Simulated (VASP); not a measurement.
# Li2GaOsC6N6 (Fm-3m) in VASP: single point with PBE

Aim: the single point of Li2GaOsC6N6 with PBE.

All numbers are computed with VASP 6.6.1; they aren't measurements. Logs are shortened: lines on timing, memory, paths and dates and some standing lists are left out, and cuts for length are marked.

## 1. The cell of the first run

The structure is cubic, space group Fm-3m (No. 225). Conventional cell: a = 10.454 Å, b = 10.454 Å, c = 10.454 Å, α = 90.00°, β = 90.00°, γ = 90.00°. Within 4.9 Å of Li (site symmetry -43m) lie 12 N at 3.74 Å and 12 C at 3.74 Å and 4 Ga at 4.53 Å and 4 Os at 4.53 Å. Within 2.7 Å of Ga (site symmetry m-3m) lie 6 N at 2.03 Å. Os (site symmetry m-3m) has 6 C at 2.02 Å within 2.7 Å. Within 1.6 Å of C (site symmetry 4mm) lie 1 N at 1.17 Å. Within 1.6 Å of N (site symmetry 4mm) lie 1 C at 1.17 Å.

## 2. Single point, PBE, collinear spin

INCAR reads:

```
PREC = Accurate
ENCUT = 520
EDIFF = 1E-7
ISMEAR = 0
SIGMA = 0.1
LREAL = Auto
LASPH = T
NELM = 150
ALGO = Normal
ISIF = 2
LWAVE = F
LCHARG = F
ISPIN = 2
MAGMOM = 0 0 0 1 0 0 0 0 0 0 0 0 0 0 0 0
LORBIT = 11
LMAXMIX = 4
GGA = PE
NBANDS = 58
```

KPOINTS reads:

```
Automatic mesh
0
Gamma
  4 4 4
```

POSCAR reads:

```
Li2GaOsC6N6
1.0
    0.0000000000      5.2268812201      5.2268812201
    5.2268812201      0.0000000000      5.2268812201
    5.2268812201      5.2268812201      0.0000000000
Li Ga Os C N
2 1 1 6 6
Direct
    0.2500000000      0.2500000000      0.2500000000
    0.7500000000      0.7500000000      0.7500000000
    0.5000000000      0.5000000000      0.5000000000
    0.0000000000      0.0000000000      0.0000000000
    0.8068926712      0.1931073288      0.1931073288
    0.1931073288      0.8068926712      0.1931073288
    0.1931073288      0.1931073288      0.8068926712
    0.1931073288      0.8068926712      0.8068926712
    0.8068926712      0.1931073288      0.8068926712
    0.8068926712      0.8068926712      0.1931073288
    0.6945337277      0.3054662723      0.3054662723
    0.3054662723      0.6945337277      0.3054662723
    0.3054662723      0.3054662723      0.6945337277
    0.3054662723      0.6945337277      0.6945337277
    0.6945337277      0.3054662723      0.6945337277
    0.6945337277      0.6945337277      0.3054662723
```

Potentials or basis: VASP PAW PBE potentials, release 64 (Li_sv, Ga_d, Os, C, N).

Command:

```bash
$ cat potpaw_PBE.64/Li_sv/POTCAR potpaw_PBE.64/Ga_d/POTCAR potpaw_PBE.64/Os/POTCAR potpaw_PBE.64/C/POTCAR potpaw_PBE.64/N/POTCAR > POTCAR
$ mpirun -np 1 vasp_std > vasp.out
```

OUTCAR:

```text
PREC = Accurate
   ENCUT = 520
   EDIFF = 1E-7
   ISMEAR = 0
   LREAL = Auto
   LASPH = T
   NELM = 150
   ISIF = 2
   ISPIN = 2
   LORBIT = 11
   GGA = PE

 ion  position               nearest neighbor table
   1  0.250  0.250  0.250-
   2  0.750  0.750  0.750-
   3  0.500  0.500  0.500-  11 2.03  12 2.03  13 2.03  14 2.03  15 2.03  16 2.03
   4  0.000  0.000  0.000-   5 2.02   6 2.02   7 2.02   8 2.02   9 2.02  10 2.02
   5  0.807  0.193  0.193-  11 1.17   4 2.02
   6  0.193  0.807  0.193-  12 1.17   4 2.02
   7  0.193  0.193  0.807-  13 1.17   4 2.02
   8  0.193  0.807  0.807-  14 1.17   4 2.02
   9  0.807  0.193  0.807-  15 1.17   4 2.02
  10  0.807  0.807  0.193-  16 1.17   4 2.02
  11  0.695  0.305  0.305-   5 1.17   3 2.03
  12  0.305  0.695  0.305-   6 1.17   3 2.03
  13  0.305  0.305  0.695-   7 1.17   3 2.03
  14  0.305  0.695  0.695-   8 1.17   3 2.03
  15  0.695  0.305  0.695-   9 1.17   3 2.03
  16  0.695  0.695  0.305-  10 1.17   3 2.03

  LATTYP: Found a face centered cubic cell.
 ALAT       =    10.4537624402

  Lattice vectors:

 A1 = (   0.0000000000,   5.2268812201,   5.2268812201)
 A2 = (   5.2268812201,   0.0000000000,   5.2268812201)
 A3 = (   5.2268812201,   5.2268812201,   0.0000000000)

Analysis of symmetry for initial positions (statically):
=====================================================================
 Subroutine PRICEL returns:
 Original cell was already a primitive cell.

 Routine SETGRP: Setting up the symmetry group for a
 face centered cubic supercell.

 Subroutine GETGRP returns: Found 48 space group operations
 (whereof 48 operations were pure point group operations)
 out of a pool of 48 trial point group operations.

The static configuration has the point symmetry O_h .

Analysis of symmetry for dynamics (positions and initial velocities):
=====================================================================
 Subroutine PRICEL returns:
 Original cell was already a primitive cell.

 Routine SETGRP: Setting up the symmetry group for a
 face centered cubic supercell.

 Subroutine GETGRP returns: Found 48 space group operations
 (whereof 48 operations were pure point group operations)
 out of a pool of 48 trial point group operations.

The dynamic configuration has the point symmetry O_h .

Analysis of structural, dynamic, and magnetic symmetry:
=====================================================================
 Subroutine PRICEL returns:
 Original cell was already a primitive cell.

 Routine SETGRP: Setting up the symmetry group for a
 face centered cubic supercell.

 Subroutine GETGRP returns: Found 48 space group operations
 (whereof 48 operations were pure point group operations)
 out of a pool of 48 trial point group operations.

The overall configuration has the point symmetry O_h .

 Subroutine INISYM returns: Found 48 space group operations
 (whereof 48 operations are pure point group operations),
 and found     1 'primitive' translations

----------------------------------------------------------------------------------------

                                     Primitive cell

  volume of cell :     285.5998

  direct lattice vectors                    reciprocal lattice vectors
     0.000000000  5.226881220  5.226881220    -0.095659339  0.095659339  0.095659339
     5.226881220  0.000000000  5.226881220     0.095659339 -0.095659339  0.095659339
     5.226881220  5.226881220  0.000000000     0.095659339  0.095659339 -0.095659339

  length of vectors
     7.391926310  7.391926310  7.391926310     0.165686835  0.165686835  0.165686835

  position of ions in fractional coordinates (direct lattice)
     0.250000000  0.250000000  0.250000000
     0.750000000  0.750000000  0.750000000
     0.500000000  0.500000000  0.500000000
     0.000000000  0.000000000  0.000000000
     0.806892671  0.193107329  0.193107329
     0.193107329  0.806892671  0.193107329
[... 8 lines left out ...]
     0.694533728  0.305466272  0.694533728
     0.694533728  0.694533728  0.305466272

  ion indices of the primitive-cell ions
[... 56 lines left out ...]
   total plane-waves  NPLWV = 175616
   dimension x,y,z NGX =    56 NGY =   56 NGZ =   56
   dimension x,y,z NGXF=   112 NGYF=  112 NGZF=  112
   ions per type =               2   1   1   6   6
   NGX,Y,Z   is equivalent  to a cutoff of  12.59, 12.59, 12.59 a.u.
   NGXF,Y,Z  is equivalent  to a cutoff of  25.19, 25.19, 25.19 a.u.
 SYSTEM =  unknown system
   PREC   = accura    normal or accurate (medium, high low for compatibility)
   ISTART =      0    job   : 0-new  1-cont  2-samecut
   ICHARG =      2    charge: 1-file 2-atom 10-const
   ISPIN  =      2    spin polarized calculation?
   LNONCOLLINEAR =      F non collinear calculations
   LSORBIT =      F    spin-orbit coupling
   LASPH  =      T    aspherical Exc in radial PAW
   ENCUT  =  520.0 eV  38.22 Ry    6.18 a.u.  13.74 13.74 13.74*2*pi/ulx,y,z
   NELM   =    150;   NELMIN=  2; NELMDL= -5     # of ELM steps
   EDIFF  = 0.1E-06   stopping-criterion for ELM
   LREAL  =      T    real-space projection
   EDIFFG = 0.1E-05   stopping-criterion for IOM
   NSW    =      0    number of steps for IOM
   IBRION =     -1    ionic relax: 0-MD 1-quasi-New 2-CG
   NFREE  =      0    steps in history (QN), initial steepest desc. (CG)
   ISIF   =      2    stress and relaxation
   ISYM   =      2    0-nonsym 1-usesym 2-fastsym
   POTIM  = 0.5000    time-step for ionic-motion
   TEBEG  =    0.0;   TEEND  =   0.0 temperature during run
   PSTRESS=    0.0 pullay stress
   NELECT =      81.0000    total number of electrons
   NUPDOWN=      -1.0000    fix difference up-down
   EMIN   =  10.00;   EMAX   =-10.00  energy-range for DOS
   EFERMI =   0.00;   METHOD = LEGACY
   ISMEAR =     0;   SIGMA  =   0.10  broadening in eV -4-tet -1-fermi 0-gaus
   EFERMI_NEDOS =   21; number of points for ismear=-14 and -15
   IALGO  =     38    algorithm
   IMIX   =      4    mixing-type and parameters
     AMIX     =   0.40;   BMIX     =  1.00
     AMIX_MAG =   1.60;   BMIX_MAG =  1.00
  volume/ion in A,a.u.               =      17.85       120.46
  Fermi-wavevector in a.u.,A,eV,Ry     =   1.075599  2.032588 15.740771  1.156914
  Thomas-Fermi vector in A             =   2.211460
   LORBIT       =     11    0 simple, 1 ext, 2 COOP (PROOUT), +10 PAW based schemes
   GGA     = PE    functional components
   LHFCALC =     F    Hartree Fock is set to
   AEXX    =    0.0000 exact exchange contribution
   IVDW    =     0    specifies the selected vdW correction
   LEPSILON=     F    determine dielectric tensor
   LRPA    =     F    only Hartree local field effects (RPA)
 spin polarized calculation
 Gauss-broadening in eV      SIGMA  =   0.10
  energy-cutoff  :      520.00
  volume of cell :      285.60
 maximum number of plane-waves:      7727
 NGX is ok and might be reduce to    56
   NGX = 27   NGY = 27   NGZ = 27

 number of electron      81.0000037 magnetization       0.0084961

 number of electron      81.0000037 magnetization      -0.0003556

 Free energy of the ion-electron system (eV)
  ---------------------------------------------------
  ext. energy  EPLUGINS =         0.00000000
  ---------------------------------------------------
  free energy    TOTEN  =      -120.30990383 eV

  energy without entropy =     -120.29125439  energy(sigma->0) =     -120.30057911

 E-fermi :   3.0620     XC(G=0):  -7.6883

 val. band max:        2.9439520266   @ k =  -0.2500   0.2500   0.0000
 cond. band min:       3.0647285162   @ k =   0.5000   0.0000   0.0000
 fundamental gap:      0.1207764895
 Fermi energy:         3.0620391394

 spin component 1

 k-point     1 :       0.0000    0.0000    0.0000
  band No.  band energies     occupation
      1     -47.3325      1.00000
      2     -47.3325      1.00000
      3     -17.7853      1.00000
      4     -17.4646      1.00000
      5     -17.4646      1.00000
      6     -17.4646      1.00000
[... 429 lines left out ...]
     51       5.1060      0.00000
     52       5.1082      0.00000
 Fermi energy:         3.0620391394

 spin component 2

 k-point     1 :       0.0000    0.0000    0.0000
  band No.  band energies     occupation
      1     -47.3325      1.00000
      2     -47.3325      1.00000
      3     -17.7853      1.00000
      4     -17.4647      1.00000
      5     -17.4646      1.00000
      6     -17.4646      1.00000
[... 429 lines left out ...]
     51       5.1060      0.00000
     52       5.1082      0.00000
 [bands above 52 left out]

------------------------ aborting loop because EDIFF is reached ----------------------------------------

  FORCE on cell =-STRESS in cart. coord.  units (eV):
  Direction    XX          YY          ZZ          XY          YZ          ZX
  --------------------------------------------------------------------------------------
  -------------------------------------------------------------------------------------
  Total        0.9821980      0.9821980      0.9821980      0.0000000     -0.0000000      0.0000000
  in kB        5.5100021      5.5100021      5.5100021      0.0000000     -0.0000000      0.0000000
  external PRESSURE =       5.5100021 kB  Pullay stress =       0.0000000 kB

 VOLUME and BASIS-vectors are now :
 -----------------------------------------------------------------------------
  energy-cutoff  :      520.00
  volume of cell :      285.60
      direct lattice vectors                 reciprocal lattice vectors
     0.000000000  5.226881220  5.226881220    -0.095659339  0.095659339  0.095659339
     5.226881220  0.000000000  5.226881220     0.095659339 -0.095659339  0.095659339
     5.226881220  5.226881220  0.000000000     0.095659339  0.095659339 -0.095659339

 POSITION                                       TOTAL-FORCE (eV/Angst)
 -----------------------------------------------------------------------------------
      2.61344      2.61344      2.61344        -0.000000     -0.000000     -0.000000
      7.84032      7.84032      7.84032        -0.000000     -0.000000     -0.000000
      5.22688      5.22688      5.22688        -0.000000      0.000000     -0.000000
      0.00000      0.00000      0.00000        -0.000000      0.000000     -0.000000
      2.01870      5.22688      5.22688        -0.271256      0.000000     -0.000000
      5.22688      2.01870      5.22688        -0.000000     -0.271256     -0.000000
[... 8 lines left out ...]
      5.22688      7.26049      5.22688        -0.000000     -0.328044     -0.000000
      5.22688      5.22688      7.26049        -0.000000      0.000000     -0.328044
 -----------------------------------------------------------------------------------
    total drift:                               -0.000000     -0.000000      0.000000

  FREE ENERGIE OF THE ION-ELECTRON SYSTEM (eV)
  ---------------------------------------------------
  free  energy   TOTEN  =      -120.3099038303 eV

  energy  without entropy=     -120.2912543948  energy(sigma->0) =     -120.30057911

 total charge

# of ion       s       p       d       tot
------------------------------------------
    1        2.011   0.003   0.000   2.014
    2        2.011   0.003   0.000   2.014
    3        0.611   0.716  10.230  11.557
    4        0.667   1.066   6.279   8.012
    5        0.953   1.628   0.000   2.581
    6        0.953   1.628   0.000   2.581
[... 8 lines left out ...]
   15        1.293   2.620   0.000   3.913
   16        1.293   2.620   0.000   3.913
--------------------------------------------------
tot         18.775  27.274  16.510  62.559

 magnetization (x)

# of ion       s       p       d       tot
------------------------------------------
    1       -0.000  -0.000   0.000  -0.000
    2       -0.000  -0.000   0.000  -0.000
    3       -0.000  -0.000  -0.000  -0.000
    4       -0.000  -0.000   0.000   0.000
    5       -0.000   0.000   0.000  -0.000
    6       -0.000   0.000   0.000  -0.000
[... 8 lines left out ...]
   15       -0.000  -0.000   0.000  -0.000
   16       -0.000  -0.000   0.000  -0.000
--------------------------------------------------
tot         -0.000  -0.000   0.000  -0.000
```

It took 17 min on 1 thread of Intel Xeon Platinum 8375C at 2.90GHz (Ice Lake), shared host; peak memory 0.66 GiB.

What came out:

```yaml
Free_energy: -120.3099 eV
Largest_force: 0.328 eV/Å
Net_moment: 0.00 μB per cell
Valence_electrons_inside_the_program's_atomic_spheres: Li 2.01; Ga 11.56; Os 8.01; C 2.58; N 3.91
```

Forces on the atoms (eV/Å):
```
Li   0.000  0.000  0.000
Li   0.000  0.000  0.000
Ga   0.000  0.000  0.000
Os   0.000  0.000  0.000
C   -0.271  0.000  0.000
C    0.000 -0.271  0.000
C    0.000  0.000 -0.271
C    0.271  0.000  0.000
C    0.000  0.271  0.000
C    0.000  0.000  0.271
N    0.328  0.000  0.000
N    0.000  0.328  0.000
N    0.000  0.000  0.328
N   -0.328  0.000  0.000
N    0.000 -0.328  0.000
N    0.000  0.000 -0.328
```

Caveat: the cutoff is under 1.25 times the usual one of these potentials, so pressure, stress and relaxed cells hold a basis-set (Pulay) error; spin-orbit coupling is left out, which moves the levels of the heavy elements.
